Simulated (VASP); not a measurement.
# BaTiO3 (Amm2) in VASP: notebook

Runs on BaTiO3. Level: PBE+U. Tasks: single point.

All numbers are computed with VASP 6.6.1; they aren't measurements. Logs are shortened: lines on timing, memory, paths and dates and some standing lists are left out, and cuts for length are marked.

### 1 The cell of the first run

It takes space group Amm2 (No. 38, orthorhombic). Conventional cell: a = 3.991 Å, b = 5.666 Å, c = 5.674 Å, α = 90.00°, β = 90.00°, γ = 90.00°. Ba (site symmetry mm2) has 12 O at 2.79 to 2.88 Å and 8 Ti at 3.44 to 3.50 Å within 3.7 Å. Ti (site symmetry mm2) has 6 O at 1.93 to 2.08 Å within 2.6 Å. O (site symmetry m) has 2 Ti at 1.93 to 2.08 Å within 2.6 Å. O (site symmetry mm2) has 2 Ti at 2.00 Å within 2.6 Å.

### 2 Single point, PBE+U

INCAR reads:

```
PREC     = Accurate       # precision mode
ENCUT    = 520            # plane-wave cutoff, eV
EDIFF    = 1E-7           # SCF threshold, eV
ISMEAR   = 0              # smearing method
SIGMA    = 0.02           # smearing width, eV
LREAL    = False          # projectors in reciprocal space
LASPH    = True           # aspherical terms in the spheres
NELM     = 150            # most SCF steps
ALGO     = Normal         # electronic algorithm
ISIF     = 2              # what is computed and relaxed
LWAVE    = False          # write WAVECAR
LCHARG   = True           # write CHGCAR
LMAXMIX  = 4              # l up to which the mixer works
LDAU     = True           # DFT+U
LDAUTYPE = 2            
LDAUL    = -1 2 -1        # shell
LDAUU    = 0 4 0          # U, eV
LDAUJ    = 0 0 0        
LDAUPRINT= 1            
GGA      = PE             # functional
LELF     = True           # ELF
LVHAR    = True         
NBANDS   = 28             # bands
```

KPOINTS reads:

```
Automatic mesh
0
Gamma
  6 6 6
```

POSCAR reads:

```
BaTiO3
1.0
    3.9906176355      0.0000000000      0.0000000000
    0.0000000000      2.8330119873      2.8371699342
    0.0000000000     -2.8330119873      2.8371699342
Ba Ti O
1 1 3
Direct
    0.0000000000      0.0001752190      0.0001752190
    0.5000000000      0.5073077325      0.5073077325
    0.5000000000      0.9878069946      0.4924911951
    0.5000000000      0.4924911951      0.9878069946
    0.0000000000      0.4921188588      0.4921188588
```

Potentials or basis: VASP PAW PBE potentials, release 64 (Ba_sv, Ti_sv, O).

Launch:

```console
cat potpaw_PBE.64/Ba_sv/POTCAR potpaw_PBE.64/Ti_sv/POTCAR potpaw_PBE.64/O/POTCAR > POTCAR
mpirun -np 1 vasp_std > vasp.out
```

OUTCAR:

```text
PREC = Accurate
   ENCUT = 520
   EDIFF = 1E-7
   ISMEAR = 0
   LREAL = False
   LASPH = True
   NELM = 150
   ISIF = 2
   GGA = PE

 ion  position               nearest neighbor table
   1  0.000  0.000  0.000-   5 2.79   4 2.81   3 2.81   3 2.81   4 2.81   5 2.83   5 2.83   4 2.85
                             3 2.85   3 2.85   4 2.85   5 2.88   2 3.44   2 3.44   2 3.47   2 3.47
   2  0.500  0.507  0.507-   3 1.93   4 1.93   5 2.00   5 2.00   3 2.08   4 2.08   1 3.44   1 3.44
                             1 3.47   1 3.47   1 3.47   1 3.47   1 3.50   1 3.50
   3  0.500  0.988  0.492-   2 1.93   2 2.08   1 2.81   1 2.81   1 2.85   1 2.85
   4  0.500  0.492  0.988-   2 1.93   2 2.08   1 2.81   1 2.81   1 2.85   1 2.85
   5  0.000  0.492  0.492-   2 2.00   2 2.00   1 2.79   1 2.83   1 2.83   1 2.88

  LATTYP: Found a base centered orthorhombic cell.
 ALAT       =     5.6660239746
 B/A-ratio  =     1.0014676771
 C/A-ratio  =     0.7043065214

  Lattice vectors:

 A1 = (   0.0000000000,   2.8330119873,  -2.8371699342)
 A2 = (   0.0000000000,   2.8330119873,   2.8371699342)
 A3 = (   3.9906176355,   0.0000000000,   0.0000000000)

Analysis of symmetry for initial positions (statically):
=====================================================================
 Subroutine PRICEL returns:
 Original cell was already a primitive cell.

 Routine SETGRP: Setting up the symmetry group for a
 base centered orthorhombic supercell.

 Subroutine GETGRP returns: Found  4 space group operations
 (whereof  4 operations were pure point group operations)
 out of a pool of  8 trial point group operations.

The static configuration has the point symmetry C_2v.

Analysis of symmetry for dynamics (positions and initial velocities):
=====================================================================
 Subroutine PRICEL returns:
 Original cell was already a primitive cell.

 Routine SETGRP: Setting up the symmetry group for a
 base centered orthorhombic supercell.

 Subroutine GETGRP returns: Found  4 space group operations
 (whereof  4 operations were pure point group operations)
 out of a pool of  8 trial point group operations.

The dynamic configuration has the point symmetry C_2v.

 Subroutine INISYM returns: Found  4 space group operations
 (whereof  4 operations are pure point group operations),
 and found     1 'primitive' translations

----------------------------------------------------------------------------------------

                                     Primitive cell

  volume of cell :      64.1511

  direct lattice vectors                    reciprocal lattice vectors
     3.990617636  0.000000000  0.000000000     0.250587776  0.000000000  0.000000000
     0.000000000  2.833011987  2.837169934     0.000000000  0.176490605  0.176231954
     0.000000000 -2.833011987  2.837169934     0.000000000 -0.176490605  0.176231954

  length of vectors
     3.990617636  4.009425165  4.009425165     0.250587776  0.249412580  0.249412580

  position of ions in fractional coordinates (direct lattice)
     0.000000000  0.000175219  0.000175219
     0.500000000  0.507307733  0.507307733
     0.500000000  0.987806995  0.492491195
     0.500000000  0.492491195  0.987806995
     0.000000000  0.492118859  0.492118859

  ion indices of the primitive-cell ions
   primitive index   ion index
                 1           1
                 2           2
                 3           3
                 4           4
                 5           5

----------------------------------------------------------------------------------------

 KPOINTS: Automatic mesh

[... 51 lines left out ...]
   total plane-waves  NPLWV =  27000
   dimension x,y,z NGX =    30 NGY =   30 NGZ =   30
   dimension x,y,z NGXF=    60 NGYF=   60 NGZF=   60
   ions per type =               1   1   3
   NGX,Y,Z   is equivalent  to a cutoff of  12.50, 12.44, 12.44 a.u.
   NGXF,Y,Z  is equivalent  to a cutoff of  25.00, 24.88, 24.88 a.u.
 SYSTEM =  unknown system
   PREC   = accura    normal or accurate (medium, high low for compatibility)
   ISTART =      0    job   : 0-new  1-cont  2-samecut
   ICHARG =      2    charge: 1-file 2-atom 10-const
   ISPIN  =      1    spin polarized calculation?
   LNONCOLLINEAR =      F non collinear calculations
   LSORBIT =      F    spin-orbit coupling
   LASPH  =      T    aspherical Exc in radial PAW
   ENCUT  =  520.0 eV  38.22 Ry    6.18 a.u.   7.42  7.45  7.45*2*pi/ulx,y,z
   NELM   =    150;   NELMIN=  2; NELMDL= -5     # of ELM steps
   EDIFF  = 0.1E-06   stopping-criterion for ELM
   LREAL  =      F    real-space projection
   EDIFFG = 0.1E-05   stopping-criterion for IOM
   NSW    =      0    number of steps for IOM
   IBRION =     -1    ionic relax: 0-MD 1-quasi-New 2-CG
   NFREE  =      0    steps in history (QN), initial steepest desc. (CG)
   ISIF   =      2    stress and relaxation
   ISYM   =      2    0-nonsym 1-usesym 2-fastsym
   POTIM  = 0.5000    time-step for ionic-motion
   TEBEG  =    0.0;   TEEND  =   0.0 temperature during run
   PSTRESS=    0.0 pullay stress
   NELECT =      40.0000    total number of electrons
   NUPDOWN=      -1.0000    fix difference up-down
   EMIN   =  10.00;   EMAX   =-10.00  energy-range for DOS
   EFERMI =   0.00;   METHOD = LEGACY
   ISMEAR =     0;   SIGMA  =   0.02  broadening in eV -4-tet -1-fermi 0-gaus
   EFERMI_NEDOS =   21; number of points for ismear=-14 and -15
   IALGO  =     38    algorithm
   IMIX   =      4    mixing-type and parameters
     AMIX     =   0.40;   BMIX     =  1.00
     AMIX_MAG =   1.60;   BMIX_MAG =  1.00
  volume/ion in A,a.u.               =      12.83        86.58
  Fermi-wavevector in a.u.,A,eV,Ry     =   1.398600  2.642971 26.614112  1.956082
  Thomas-Fermi vector in A             =   2.521742
   LORBIT       =      0    0 simple, 1 ext, 2 COOP (PROOUT), +10 PAW based schemes
 LDA+U is selected, type is set to LDAUTYPE =  2
   angular momentum for each species LDAUL =    -1    2   -1
   U (eV)           for each species LDAUU =   0.0  4.0  0.0
   J (eV)           for each species LDAUJ =   0.0  0.0  0.0
   GGA     = PE    functional components
   LHFCALC =     F    Hartree Fock is set to
   AEXX    =    0.0000 exact exchange contribution
   IVDW    =     0    specifies the selected vdW correction
   LEPSILON=     F    determine dielectric tensor
   LRPA    =     F    only Hartree local field effects (RPA)
 non-spin polarized calculation
 Gauss-broadening in eV      SIGMA  =   0.02
  energy-cutoff  :      520.00
  volume of cell :       64.15
 maximum number of plane-waves:      1751
 NGX is ok and might be reduce to    30
   NGX = 15   NGY = 15   NGZ = 15

atom =   2  type =  2  l = 2

 onsite density matrix

spin component  1

  0.1057  0.0000  0.0000  0.0000  0.0000
  0.0000  0.2408  0.0000  0.0000  0.0000
  0.0000  0.0000  0.1381  0.0000 -0.0555
  0.0000  0.0000  0.0000  0.1053  0.0000
  0.0000  0.0000 -0.0555  0.0000  0.2081

spin component  2

  0.1057  0.0000  0.0000  0.0000  0.0000
  0.0000  0.2408  0.0000  0.0000  0.0000
  0.0000  0.0000  0.1381  0.0000 -0.0555
  0.0000  0.0000  0.0000  0.1053  0.0000
  0.0000  0.0000 -0.0555  0.0000  0.2081

 occupancies and eigenvectors

  o =  0.1053  v =  0.0000  0.0000  0.0000  1.0000  0.0000  0.0000  0.0000  0.0000  0.0000  0.0000      0.0000  0.0000  0.0000  0.0000  0.0000  0.0000  0.0000  0.0000  0.0000  0.0000
  o =  0.1053  v =  0.0000  0.0000  0.0000  0.0000  0.0000  0.0000  0.0000  0.0000  1.0000  0.0000      0.0000  0.0000  0.0000  0.0000  0.0000  0.0000  0.0000  0.0000  0.0000  0.0000
  o =  0.1057  v =  1.0000  0.0000  0.0000  0.0000  0.0000  0.0000  0.0000  0.0000  0.0000  0.0000      0.0000  0.0000  0.0000  0.0000  0.0000  0.0000  0.0000  0.0000  0.0000  0.0000
  o =  0.1057  v =  0.0000  0.0000  0.0000  0.0000  0.0000  1.0000  0.0000  0.0000  0.0000  0.0000      0.0000  0.0000  0.0000  0.0000  0.0000  0.0000  0.0000  0.0000  0.0000  0.0000
  o =  0.1074  v =  0.0000  0.0000 -0.8755  0.0000 -0.4832  0.0000  0.0000  0.0000  0.0000  0.0000      0.0000  0.0000  0.0000  0.0000  0.0000  0.0000  0.0000  0.0000  0.0000  0.0000
  o =  0.1074  v =  0.0000  0.0000  0.0000  0.0000  0.0000  0.0000  0.0000 -0.8755  0.0000 -0.4832      0.0000  0.0000  0.0000  0.0000  0.0000  0.0000  0.0000  0.0000  0.0000  0.0000
  o =  0.2387  v =  0.0000  0.0000  0.0000  0.0000  0.0000  0.0000  0.0000 -0.4832  0.0000  0.8755      0.0000  0.0000  0.0000  0.0000  0.0000  0.0000  0.0000  0.0000  0.0000  0.0000
  o =  0.2387  v =  0.0000  0.0000 -0.4832  0.0000  0.8755  0.0000  0.0000  0.0000  0.0000  0.0000      0.0000  0.0000  0.0000  0.0000  0.0000  0.0000  0.0000  0.0000  0.0000  0.0000
  o =  0.2408  v =  0.0000  0.0000  0.0000  0.0000  0.0000  0.0000  1.0000  0.0000  0.0000  0.0000      0.0000  0.0000  0.0000  0.0000  0.0000  0.0000  0.0000  0.0000  0.0000  0.0000
  o =  0.2408  v =  0.0000  1.0000  0.0000  0.0000  0.0000  0.0000  0.0000  0.0000  0.0000  0.0000      0.0000  0.0000  0.0000  0.0000  0.0000  0.0000  0.0000  0.0000  0.0000  0.0000

 number of electron      39.9999999 magnetization

 Free energy of the ion-electron system (eV)
  ---------------------------------------------------
  ext. energy  EPLUGINS =         0.00000000
  ---------------------------------------------------
  free energy    TOTEN  =       -37.27447217 eV

  energy without entropy =      -37.27447217  energy(sigma->0) =      -37.27447217

 E-fermi :   4.1483     XC(G=0): -11.2607

 val. band max:        3.9670628161   @ k =   0.5000   0.5000   0.5000
 cond. band min:       6.2930815799   @ k =   0.0000   0.0000   0.0000
 fundamental gap:      2.3260187638
 Fermi energy:         4.1482500111

 k-point     1 :       0.0000    0.0000    0.0000
  band No.  band energies     occupation
      1     -53.6874      2.00000
      2     -29.8636      2.00000
      3     -29.8613      2.00000
      4     -29.8504      2.00000
      5     -20.8623      2.00000
      6     -12.9836      2.00000
[... 733 lines left out ...]
     27      12.1380      0.00000
     28      12.5497      0.00000

 [... further k-points ...]
[... 5 lines left out ...]
  --------------------------------------------------------------------------------------
  -------------------------------------------------------------------------------------
  Total        3.1165786      3.1550880      3.0704797      0.0000000      0.0000000      0.0000000
  in kB       77.8367677     78.7985436     76.6854455      0.0000000      0.0000000      0.0000000
  external PRESSURE =      77.7735856 kB  Pullay stress =       0.0000000 kB

 VOLUME and BASIS-vectors are now :
 -----------------------------------------------------------------------------
  energy-cutoff  :      520.00
  volume of cell :       64.15
      direct lattice vectors                 reciprocal lattice vectors
     3.990617636  0.000000000  0.000000000     0.250587776  0.000000000  0.000000000
     0.000000000  2.833011987  2.837169934     0.000000000  0.176490605  0.176231954
     0.000000000 -2.833011987  2.837169934     0.000000000 -0.176490605  0.176231954

 POSITION                                       TOTAL-FORCE (eV/Angst)
 -----------------------------------------------------------------------------------
      0.00000      0.00000      0.00099         0.000000      0.000000     -0.021507
      1.99531      0.00000      2.87864         0.000000      0.000000     -0.352227
      1.99531      1.40324      4.19986         0.000000      0.183224      0.185469
      1.99531     -1.40324      4.19986         0.000000     -0.183224      0.185469
      0.00000      0.00000      2.79245         0.000000      0.000000      0.002796
 -----------------------------------------------------------------------------------
    total drift:                                0.000000     -0.000001      0.000245

  FREE ENERGIE OF THE ION-ELECTRON SYSTEM (eV)
  ---------------------------------------------------
  free  energy   TOTEN  =       -37.2744721728 eV

  energy  without entropy=      -37.2744721728  energy(sigma->0) =      -37.27447217
```

Run time: 3.3 min. Hardware: 1 thread of Intel Xeon 8259CL, shared host; peak memory 0.24 GiB.

Results:

```yaml
Free_energy: -37.2745 eV
Pressure: 7.8 GPa
Largest_force: 0.352 eV/Å
Band_gap_on_the_k_mesh: 2.33 eV (least direct gap 2.58 eV)
```

Forces in eV/Å, atoms in the order of the input:
```
Ba   0.000  0.000 -0.022
Ti   0.000  0.000 -0.352
O    0.000  0.183  0.185
O    0.000 -0.183  0.185
O    0.000  0.000  0.003
```

Stress tensor (GPa, compression positive):
```
7.78 0.00 0.00
0.00 7.88 0.00
0.00 0.00 7.67
```

Eigenvalues of the final occupation matrices:
```tsv
site	spin	trace	eigenvalues
site 2 d	1	0.80	0.11 0.11 0.11 0.24 0.24
site 2 d	2	0.80	0.11 0.11 0.11 0.24 0.24
```

Caveat: the cell stands under pressure; spin-orbit coupling is left out, which moves the levels of the heavy elements. A k mesh can miss the band edges.

### 3 Single point, PBE+U

This run uses another cell than the first one, of 13.17 Å³/atom.

INCAR reads:

```
SYSTEM = BaTiO3
ALGO = Normal
EDIFF = 1E-7
ENCUT = 520
GGA = PE
ISIF = 2
ISMEAR = 0
LASPH = .True.
LCHARG = .False.
LDAU = .True.
LDAUJ = 0 0 0
LDAUL = -1 2 -1
LDAUPRINT = 1
LDAUTYPE = 2
LDAUU = 0 4 0
LMAXMIX = 4
LREAL = .False.
LWAVE = .False.
NBANDS = 28
NELM = 150
PREC = Accurate
SIGMA = 0.02
```

KPOINTS reads:

```
k-points
0
Gamma
  6 6 6
  0 0 0
```

POSCAR reads:

```
BaTiO3
1.0
    4.0036611586      0.0000000000      0.0000000000
    0.0000000000      2.8622042861      2.8726391117
    0.0000000000     -2.8622042861      2.8726391117
Ba Ti O
1 1 3
Direct
    0.0000000000      0.0035756962      0.0035756962
    0.5000000000      0.5145041963      0.5145041963
    0.5000000000      0.9817310595      0.4908770840
    0.5000000000      0.4908770840      0.9817310595
    0.0000000000      0.4892119640      0.4892119640
```

Potentials or basis: VASP PAW PBE potentials, release 64 (Ba_sv, Ti_sv, O).

Launch:

```console
cat potpaw_PBE.64/Ba_sv/POTCAR potpaw_PBE.64/Ti_sv/POTCAR potpaw_PBE.64/O/POTCAR > POTCAR
mpirun -np 1 vasp_std > vasp.out
```

It took 3.2 min on 1 thread of Intel Xeon 8259CL, shared host; peak memory 0.24 GiB.

It converged, with:

| Item | Value |
| --- | --- |
| Free energy | -37.3049 eV |
| Pressure | 4.5 GPa |
| Largest force | 0.546 eV/Å |
| Band gap on the k mesh | 2.45 eV (least direct gap 2.83 eV) |

Forces in eV/Å, atoms in the order of the input:
```
Ba   0.000  0.000 -0.036
Ti   0.000  0.000 -0.546
O    0.000  0.280  0.285
O    0.000 -0.280  0.285
O    0.000  0.000  0.013
```

Stress tensor (GPa, compression positive):
```
4.40 0.00 0.00
0.00 4.78 0.00
0.00 0.00 4.42
```

Levels at points of the mesh, in eV from the valence-band top:
```tsv
k point	band 18	band 19	band 20	band 21	band 22	band 23
(0.00, 0.00, 0.00)	-0.43	-0.41	-0.38	2.45	2.55	2.61
(0.50, 0.00, 0.00)	-1.57	-1.06	-1.00	2.76	3.94	4.05
(0.00, 0.50, 0.00)	-1.66	-0.91	-0.82	2.66	3.96	3.96
(0.50, 0.50, 0.00)	-0.95	-0.92	-0.09	3.99	4.02	4.39
(0.00, 0.50, 0.50)	-0.94	-0.89	-0.20	3.98	4.00	4.32
(0.50, 0.50, 0.50)	-0.12	-0.02	0.00	4.54	4.55	4.64
```

Eigenvalues of the final occupation matrices:
| site | spin | trace | eigenvalues |
| --- | --- | --- | --- |
| site 2 d | 1 | 0.80 | 0.11 0.11 0.11 0.24 0.24 |
| site 2 d | 2 | 0.80 | 0.11 0.11 0.11 0.24 0.24 |

Caveat: the cell stands under pressure; spin-orbit coupling is left out, which moves the levels of the heavy elements. A k mesh can miss the band edges.

### 4 Single point, PBE+U

This run uses another cell than the first one, of 13.30 Å³/atom.

INCAR reads:

```
SYSTEM = BaTiO3
PREC     = Accurate       ! precision mode
ENCUT    = 520            ! plane-wave cutoff, eV
EDIFF    = 1E-6           ! SCF threshold, eV
ISMEAR   = 0              ! smearing method
SIGMA    = 0.02           ! smearing width, eV
LREAL    = .FALSE.        ! projectors in reciprocal space
LASPH    = .TRUE.         ! aspherical terms in the spheres
NELM     = 150            ! most SCF steps
ALGO     = Normal         ! electronic algorithm
ISIF     = 2              ! what is computed and relaxed
LWAVE    = .FALSE.        ! write WAVECAR
LCHARG   = .FALSE.        ! write CHGCAR
LMAXMIX  = 4              ! l up to which the mixer works
LDAU     = .TRUE.         ! DFT+U
LDAUTYPE = 2            
LDAUL    = -1 2 -1        ! shell
LDAUU    = 0 4 0          ! U, eV
LDAUJ    = 0 0 0        
LDAUPRINT= 1            
GGA      = PE             ! functional
NBANDS   = 28             ! bands
```

KPOINTS reads:

```
regular mesh
0
G
  6 6 6
  0 0 0
```

POSCAR reads:

```
BaTiO3
1.0
    4.0071819477      0.0000000000      0.0000000000
    0.0000000000      2.8735950328      2.8869812523
    0.0000000000     -2.8735950328      2.8869812523
Ba Ti O
1 1 3
Direct
    0.0000000000      0.0048291909      0.0048291909
    0.5000000000      0.5166595134      0.5166595134
    0.5000000000      0.9796706457      0.4905170140
    0.5000000000      0.4905170140      0.9796706457
    0.0000000000      0.4882236360      0.4882236360
```

Launch:

```console
cat potpaw_PBE.64/Ba_sv/POTCAR potpaw_PBE.64/Ti_sv/POTCAR potpaw_PBE.64/O/POTCAR > POTCAR
mpirun -np 1 vasp_std > vasp.out
```

Wall time 3.2 min (1 thread of Intel Xeon 8259CL, shared host); peak memory 0.24 GiB.

It converged, with:

| Quantity | Value |
| --- | --- |
| Free energy | -37.3075 eV |
| Pressure | 3.5 GPa |
| Largest force | 0.595 eV/Å |
| Band gap on the k mesh | 2.50 eV (least direct gap 2.92 eV) |

Forces in eV/Å, atoms in the order of the input:
```
Ba   0.000  0.000 -0.041
Ti   0.000  0.000 -0.595
O    0.000  0.306  0.310
O    0.000 -0.306  0.310
O    0.000  0.000  0.016
```

Stress tensor (GPa, compression positive):
```
3.31 0.00 0.00
0.00 3.80 0.00
0.00 0.00 3.39
```

Levels at points of the mesh, in eV from the valence-band top:
| k point | band 18 | band 19 | band 20 | band 21 | band 22 | band 23 |
| --- | --- | --- | --- | --- | --- | --- |
| (0.00, 0.00, 0.00) | -0.48 | -0.47 | -0.43 | 2.50 | 2.63 | 2.69 |
| (0.50, 0.00, 0.00) | -1.53 | -1.12 | -1.04 | 2.82 | 3.92 | 4.06 |
| (0.00, 0.50, 0.00) | -1.64 | -0.94 | -0.83 | 2.71 | 3.96 | 3.96 |
| (0.50, 0.50, 0.00) | -0.96 | -0.93 | -0.08 | 3.99 | 4.02 | 4.38 |
| (0.00, 0.50, 0.50) | -0.95 | -0.89 | -0.23 | 3.97 | 4.00 | 4.29 |
| (0.50, 0.50, 0.50) | -0.15 | -0.02 | 0.00 | 4.51 | 4.52 | 4.63 |

Eigenvalues of the final occupation matrices:
| site | spin | trace | eigenvalues |
| --- | --- | --- | --- |
| site 2 d | 1 | 0.81 | 0.11 0.11 0.11 0.24 0.24 |
| site 2 d | 2 | 0.81 | 0.11 0.11 0.11 0.24 0.24 |

Caveat: the cell stands under pressure; spin-orbit coupling is left out, which moves the levels of the heavy elements. A k mesh can miss the band edges.

### 5 The runs side by side

| cell | gap on the mesh (eV) | pressure (GPa) | largest force (eV/Å) |
| --- | --- | --- | --- |
| a = 3.991, b = 4.009, c = 4.009 Å, angles 89.9, 90.0, 90.0°, 5 atoms, atomic positions A | 2.33 | 7.8 | 0.35 |
| a = 4.004, b = 4.055, c = 4.055 Å, angles 89.8, 90.0, 90.0°, 5 atoms, atomic positions B | 2.45 | 4.5 | 0.55 |
| a = 4.007, b = 4.073, c = 4.073 Å, angles 89.7, 90.0, 90.0°, 5 atoms, atomic positions C | 2.50 | 3.5 | 0.59 |

Alike in all rows: task single point; level PBE+U; potentials or basis VASP PAW PBE potentials, release 64 (Ba_sv, Ti_sv, O); no spin polarisation; Ti d U = 4.0 eV; k mesh 6 × 6 × 6; cutoff (eV) 520; smearing gaussian 0.02 eV.

Caveats: the cell stands under pressure; spin-orbit coupling is left out, which moves the levels of the heavy elements.

Total energies depend on the potentials used, so only differences within one code and one set of settings carry meaning.
